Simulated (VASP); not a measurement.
# MoS2 (P6_3/mmc) in VASP: further runs, part 2 of 2

VASP 6.6.1. Earlier steps stand in the parts before.

## (3) Single point, PBE

This run uses another cell than the first one, of 17.51 Å³/atom, 1.032 times its volume.

The input, INCAR:

```
SYSTEM = MoS2
PREC = Accurate
ENCUT = 520
EDIFF = 1E-6
ISMEAR = 1
SIGMA = 0.1
LREAL = .False.
LASPH = .True.
NELM = 80
ALGO = Normal
ISIF = 2
LWAVE = .False.
LCHARG = .True.
GGA = PE
LELF = .True.
LVHAR = .True.
NBANDS = 35
```

The input, KPOINTS:

```
Automatic mesh
0
Gamma
  8 8 2
  0 0 0
```

The input, POSCAR:

```
MoS2
1.0
    3.1477309028      0.0000000000      0.0000000000
   -1.5738654514      2.7260154182      0.0000000000
    0.0000000000      0.0000000000     12.2412860984
Mo S
2 4
Direct
    0.3333333333      0.6666666667      0.2500000000
    0.6666666667      0.3333333333      0.7500000000
    0.3333333333      0.6666666667      0.6230000000
    0.6666666667      0.3333333333      0.1230000000
    0.3333333333      0.6666666667      0.8770000000
    0.6666666667      0.3333333333      0.3770000000
```

Potentials or basis: VASP PAW PBE potentials, release 64 (Mo_sv, S).

Started as:

```
$ cat potpaw_PBE.64/Mo_sv/POTCAR potpaw_PBE.64/S/POTCAR > POTCAR
$ mpirun -np 1 vasp_std > vasp.out
```

It took 78 s on 1 thread of Intel Xeon Platinum 8259CL at 2.50GHz (Skylake/Cascade Lake), shared host; peak memory 0.24 GiB.

It converged, with:

```yaml
Free_energy: -43.5667 eV
Pressure: 5.1 GPa
Largest_force: 0.250 eV/Å
Band_gap_on_the_k_mesh: 0.98 eV, indirect (least direct gap 1.99 eV)
```

Forces in eV/Å, atoms in the order of the input:
```
Mo   0.000  0.000  0.000
Mo   0.000  0.000  0.000
S    0.000  0.000 -0.250
S    0.000  0.000 -0.250
S    0.000  0.000  0.250
S    0.000  0.000  0.250
```

Stress tensor (GPa, compression positive):
```
4.81 0.00 0.00
0.00 4.81 0.00
0.00 0.00 5.52
```

Levels at points of the mesh, in eV from the valence-band top:
```csv
k point,band 24,band 25,band 26,band 27,band 28,band 29
"(0.00, 0.00, 0.00)",-1.21,-1.20,0.00,2.14,2.14,2.16
"(0.50, 0.00, 0.00)",-1.55,-1.44,-1.32,1.64,1.69,2.05
"(0.00, 0.00, 0.50)",-2.20,-0.28,-0.28,2.14,2.14,2.14
"(0.50, 0.00, 0.50)",-1.65,-1.37,-1.37,1.67,1.67,2.20
```

Caveat: this functional lacks dispersion, which binds the layers, so the pressure and a relaxed spacing across them are unreliable.

## (4) Single point, PBE

This run uses another cell than the first one, of 18.04 Å³/atom, 1.063 times its volume.

The input, INCAR:

```
SYSTEM = MoS2
PREC = Accurate
ENCUT = 520
EDIFF = 1E-6
ISMEAR = 1
SIGMA = 0.1
LREAL = .False.
LASPH = .True.
NELM = 100
ALGO = Normal
ISIF = 2
LWAVE = .False.
LCHARG = .False.
GGA = PE
NBANDS = 35
```

KPOINTS is that of step 3.

Edit POSCAR of step 3 so:

```diff
@@ -2,5 +2,5 @@
 1.0
-    3.1477309028      0.0000000000      0.0000000000
-   -1.5738654514      2.7260154182      0.0000000000
-    0.0000000000      0.0000000000     12.2412860984
+    3.1795283165      0.0000000000      0.0000000000
+   -1.5897641583      2.7535527912      0.0000000000
+    0.0000000000      0.0000000000     12.3649438224
 Mo S
```

Started as:

```
$ cat potpaw_PBE.64/Mo_sv/POTCAR potpaw_PBE.64/S/POTCAR > POTCAR
$ mpirun -np 1 vasp_std > vasp.out
```

It took 72 s on 1 thread of Intel Xeon Platinum 8259CL at 2.50GHz (Skylake/Cascade Lake), shared host; peak memory 0.25 GiB.

It converged, with:

```yaml
Free_energy: -43.6215 eV
Pressure: 0.4 GPa
Largest_force: 0.232 eV/Å
Band_gap_on_the_k_mesh: 1.00 eV, indirect (least direct gap 1.91 eV)
```

Forces in eV/Å, atoms in the order of the input:
```
Mo   0.000  0.000  0.000
Mo   0.000  0.000  0.000
S    0.000  0.000  0.232
S    0.000  0.000  0.232
S    0.000  0.000 -0.232
S    0.000  0.000 -0.232
```

Stress tensor (GPa, compression positive):
```
0.31 0.00 0.00
0.00 0.31 0.00
0.00 0.00 0.51
```

Levels at points of the mesh, in eV from the valence-band top:
```csv
k point,band 24,band 25,band 26,band 27,band 28,band 29
"(0.00, 0.00, 0.00)",-1.18,-1.10,0.00,2.10,2.10,2.12
"(0.50, 0.00, 0.00)",-1.51,-1.37,-1.24,1.60,1.64,2.00
"(0.00, 0.00, 0.50)",-2.11,-0.26,-0.26,2.10,2.10,2.10
"(0.50, 0.00, 0.50)",-1.61,-1.30,-1.30,1.62,1.62,2.13
```

Caveat: this functional lacks dispersion, which binds the layers, so the pressure and a relaxed spacing across them are unreliable.

## (5) Single point, PBE

This run uses another cell than the first one, of 18.58 Å³/atom, 1.095 times its volume.

The input, INCAR:

```
SYSTEM = MoS2
PREC = Accurate
ENCUT = 520
EDIFF = 1E-6
ISMEAR = 1
SIGMA = 0.1
LREAL = .FALSE.
LASPH = .TRUE.
NELM = 60
ALGO = Normal
ISIF = 2
LWAVE = .FALSE.
LCHARG = .TRUE.
GGA = PE
LELF = .TRUE.
LVHAR = .TRUE.
NBANDS = 35
```

The input, KPOINTS:

```
regular mesh
0
G
  8 8 2
  0 0 0
```

Edit POSCAR of step 4 so:

```diff
@@ -2,5 +2,5 @@
 1.0
-    3.1795283165      0.0000000000      0.0000000000
-   -1.5897641583      2.7535527912      0.0000000000
-    0.0000000000      0.0000000000     12.3649438224
+    3.2107021507      0.0000000000      0.0000000000
+   -1.6053510754      2.7805501284      0.0000000000
+    0.0000000000      0.0000000000     12.4861764927
 Mo S
```

Started as:

```
$ cat potpaw_PBE.64/Mo_sv/POTCAR potpaw_PBE.64/S/POTCAR > POTCAR
$ mpirun -np 1 vasp_std > vasp.out
```

It took 76 s on 1 thread of Intel Xeon Platinum 8259CL at 2.50GHz (Skylake/Cascade Lake), shared host; peak memory 0.25 GiB.

Results (log left out):

```yaml
Free_energy: -43.5896 eV
Pressure: -3.6 GPa
Largest_force: 0.661 eV/Å
Band_gap_on_the_k_mesh: 1.01 eV, indirect (least direct gap 1.83 eV)
```

Forces on the atoms (eV/Å):
```
Mo   0.000  0.000  0.000
Mo   0.000  0.000  0.000
S    0.000  0.000  0.661
S    0.000  0.000  0.661
S    0.000  0.000 -0.661
S    0.000  0.000 -0.661
```

Stress tensor (GPa, compression positive):
```
-3.51  0.00  0.00
 0.00 -3.51  0.00
 0.00  0.00 -3.78
```

Levels at points of the mesh, in eV from the valence-band top:
| k point | band 23 | band 24 | band 25 | band 26 | band 27 | band 28 | band 29 | band 30 |
| --- | --- | --- | --- | --- | --- | --- | --- | --- |
| (0.00, 0.00, 0.00) | -2.00 | -1.15 | -1.01 | 0.00 | 2.05 | 2.05 | 2.08 | 2.08 |
| (0.50, 0.00, 0.00) | -1.66 | -1.47 | -1.29 | -1.17 | 1.56 | 1.60 | 1.94 | 2.17 |
| (0.00, 0.00, 0.50) | -2.03 | -2.03 | -0.24 | -0.24 | 2.06 | 2.06 | 2.06 | 2.06 |
| (0.50, 0.00, 0.50) | -1.56 | -1.56 | -1.22 | -1.22 | 1.57 | 1.57 | 2.07 | 2.07 |

Caveat: this functional lacks dispersion, which binds the layers, so the pressure and a relaxed spacing across them are unreliable.

## (6) Single point, PBE

This run uses another cell than the first one, of 19.11 Å³/atom, 1.126 times its volume.

The input, INCAR:

```
SYSTEM = MoS2
  ALGO = Normal
  EDIFF = 1E-6
  ENCUT = 520
  GGA = PE
  ISIF = 2
  ISMEAR = 1
  LASPH = .True.
  LCHARG = .True.
  LELF = .True.
  LREAL = .False.
  LVHAR = .True.
  LWAVE = .False.
  NBANDS = 35
  NELM = 100
  PREC = Accurate
  SIGMA = 0.1
```

The input, KPOINTS:

```
k-points
0
Gamma
  8 8 2
  0 0 0
```

Edit POSCAR of step 5 so:

```diff
@@ -2,5 +2,5 @@
 1.0
-    3.2107021507      0.0000000000      0.0000000000
-   -1.6053510754      2.7805501284      0.0000000000
-    0.0000000000      0.0000000000     12.4861764927
+    3.2412821069      0.0000000000      0.0000000000
+   -1.6206410534      2.8070331521      0.0000000000
+    0.0000000000      0.0000000000     12.6050996167
 Mo S
```

Potentials or basis: VASP PAW PBE potentials, release 64 (Mo_sv, S).

Started as:

```
$ cat potpaw_PBE.64/Mo_sv/POTCAR potpaw_PBE.64/S/POTCAR > POTCAR
$ mpirun -np 1 vasp_std > vasp.out
```

It took 77 s on 1 thread of Intel Xeon Platinum 8259CL at 2.50GHz (Skylake/Cascade Lake), shared host; peak memory 0.25 GiB.

It converged, with:

```
Free energy            : -43.4839 eV
Pressure               : -7.0 GPa
Largest force          : 1.043 eV/Å
Band gap on the k mesh : 1.03 eV, indirect (least direct gap 1.76 eV)
```

Forces in eV/Å, atoms in the order of the input:
```
Mo   0.000  0.000  0.000
Mo   0.000  0.000  0.000
S    0.000  0.000  1.043
S    0.000  0.000  1.043
S    0.000  0.000 -1.043
S    0.000  0.000 -1.043
```

Stress tensor (GPa, compression positive):
```
-6.75  0.00  0.00
 0.00 -6.75  0.00
 0.00  0.00 -7.42
```

Levels at points of the mesh, in eV from the valence-band top:
```csv
k point,band 23,band 24,band 25,band 26,band 27,band 28,band 29,band 30
"(0.00, 0.00, 0.00)",-1.93,-1.12,-0.93,0.00,2.01,2.01,2.04,2.04
"(0.50, 0.00, 0.00)",-1.61,-1.43,-1.22,-1.11,1.51,1.55,1.89,2.10
"(0.00, 0.00, 0.50)",-1.95,-1.95,-0.22,-0.22,2.02,2.02,2.02,2.02
"(0.50, 0.00, 0.50)",-1.52,-1.52,-1.16,-1.16,1.53,1.53,2.00,2.00
```

Caveat: this functional lacks dispersion, which binds the layers, so the pressure and a relaxed spacing across them are unreliable; forces of over 1 eV/Å act on the atoms, so gaps and moduli don't describe the material at rest.

## (7) The runs side by side

```csv
cell,gap on the mesh (eV),pressure (GPa),largest force (eV/Å)
"a = 3.115, b = 3.115, c = 12.115 Å, angles 90.0, 90.0, 120.0°, 6 atoms",0.95,10.5,0.79
"a = 3.148, b = 3.148, c = 12.241 Å, angles 90.0, 90.0, 120.0°, 6 atoms",0.98,5.1,0.25
"a = 3.180, b = 3.180, c = 12.365 Å, angles 90.0, 90.0, 120.0°, 6 atoms",1.00,0.4,0.23
"a = 3.211, b = 3.211, c = 12.486 Å, angles 90.0, 90.0, 120.0°, 6 atoms",1.01,-3.6,0.66
"a = 3.241, b = 3.241, c = 12.605 Å, angles 90.0, 90.0, 120.0°, 6 atoms",1.03,-7.0,1.04
```

Alike in all rows: task single point; level PBE; potentials or basis VASP PAW PBE potentials, release 64 (Mo_sv, S); no spin polarisation; k mesh 8 × 8 × 2; cutoff (eV) 520; smearing methfessel-paxton 0.1 eV.

Caveats: this functional lacks dispersion, which binds the layers, so the pressure and a relaxed spacing across them are unreliable; forces of over 1 eV/Å act on the atoms, so gaps and moduli don't describe the material at rest (some runs).

Total energies depend on the potentials used, so only differences within one code and one set of settings carry meaning.

## (8) Against experiment

Step 4. Against the measured gap of MoS2, 1.3 eV (indirect; 300 K; “Multiwavelength excitation Raman Scattering Analysis of bulk and 2 dimensional MoS2: Vibrational properties of atomically thin MoS2 layers”, 2015, arxiv:1506.03228), the calculated 1.00 eV is off by -0.30 eV. Spin-orbit coupling on Mo is left out. The value is that of PBE on a finite k mesh, which can miss the band edges, without temperature or zero-point motion. Semilocal functionals fall short of measured gaps as a rule.
